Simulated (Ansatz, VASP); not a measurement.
## Si4O7: VASP beside Ansatz

INCAR

```
SYSTEM = Si4O7
PREC     = Accurate       ! precision mode
ENCUT    = 520            ! plane-wave cutoff, eV
EDIFF    = 1E-6           ! SCF threshold, eV
ISMEAR   = 0              ! smearing method
SIGMA    = 0.05           ! smearing width, eV
LREAL    = .FALSE.        ! projectors in reciprocal space
LASPH    = .TRUE.         ! aspherical terms in the spheres
NELM     = 80             ! most SCF steps
ALGO     = Normal         ! electronic algorithm
ISIF     = 2              ! what is computed and relaxed
LWAVE    = .FALSE.        ! write WAVECAR
LCHARG   = .FALSE.        ! write CHGCAR
GGA      = PE             ! functional
NBANDS   = 40             ! bands
```

Contents of KPOINTS:

```
regular mesh
0
G
  6 6 6
  0 0 0
```

File POSCAR:

```
Si4O7
1.0
    0.0000000000      4.2357990674     -2.6899428419
    0.0000000000     -4.2357990674     -2.6899428419
   -4.2357990674      0.0000000000      2.6899428419
Si O
4 7
Direct
    0.2500000000      0.7500000000      0.5000000000
    0.7500000000      0.2500000000      0.5000000000
    0.0000000000      0.0000000000      1.0000000000
    0.5000000000      0.5000000000      1.0000000000
    1.0000000000      0.3069827092      0.3069827092
    0.5569827092      0.7500000000      0.8069827092
    0.0569827092      0.2500000000      0.8069827092
    0.0000000000      0.6930172908      0.6930172908
    0.4165320675      0.1447629681      0.5612950356
    0.9430172908      0.7500000000      0.1930172908
    0.4430172908      0.2500000000      0.1930172908
```

Input for Ansatz:

```yaml
crystal:
  lattice:
    - [0.0, 4.2357990674, -2.6899428419]
    - [0.0, -4.2357990674, -2.6899428419]
    - [-4.2357990674, 0.0, 2.6899428419]
  atoms:
    - { symbol: Si, position: [0.25, 0.75, 0.5] }
    - { symbol: Si, position: [0.75, 0.25, 0.5] }
    - { symbol: Si, position: [0.0, 0.0, 1.0] }
    - { symbol: Si, position: [0.5, 0.5, 1.0] }
    - { symbol: O, position: [1.0, 0.3069827092, 0.3069827092] }
    - { symbol: O, position: [0.5569827092, 0.75, 0.8069827092] }
    - { symbol: O, position: [0.0569827092, 0.25, 0.8069827092] }
    - { symbol: O, position: [0.0, 0.6930172908, 0.6930172908] }
    - { symbol: O, position: [0.4165320675, 0.1447629681, 0.5612950356] }
    - { symbol: O, position: [0.9430172908, 0.75, 0.1930172908] }
    - { symbol: O, position: [0.4430172908, 0.25, 0.1930172908] }
basis:
  ecutwfc: 420
kpoints:
  mp_grid: { grid: [6, 6, 6] }
hamiltonian:
  xc: pbe
  pseudopotentials: { kind: paw, azcp: { folder: soft_1 } }
scf:
  occupations: { method: gaussian, width: 0.05 }
output:
  forces: true
  stress: true
  eigenvalues: true
  write_density: true
  write_potential: true
  elf: true
  volumetric_format: npy
```

Change from the starting cell: O vacancy; atom 9 moved 0.125 of the way to it and -0.500 Å across, host rigid.

Alike in both runs: task single point; functional PBE; k mesh 6 × 6 × 6; occupations gaussian, width 0.05 eV; no spin polarisation.

|  | VASP | Ansatz |
| --- | --- | --- |
| version | VASP 6.6.1 | Ansatz 0.2.0 |
| potentials or method | VASP PAW PBE potentials, release 64 (Si, O), cutoff 520 eV | scalar-relativistic, plane waves, PAW |
| valence electrons in the cell | 58 | 58 |

```tsv
	VASP	Ansatz	Ansatz less VASP
gap on the k mesh at the Fermi level (eV)	1.54	1.55	+0.011
least direct gap on the mesh (eV)	1.87	1.88	+0.012
pressure (GPa)	5.7	5.4	-0.26
traceless stress, the component that is largest in VASP (GPa)	-3.74	-3.54	+0.198
rms of the force components (eV/Å)	1.767	1.762	-0.0047
```

Atom by atom the forces differ by 0.017 eV/Å (rms over components).
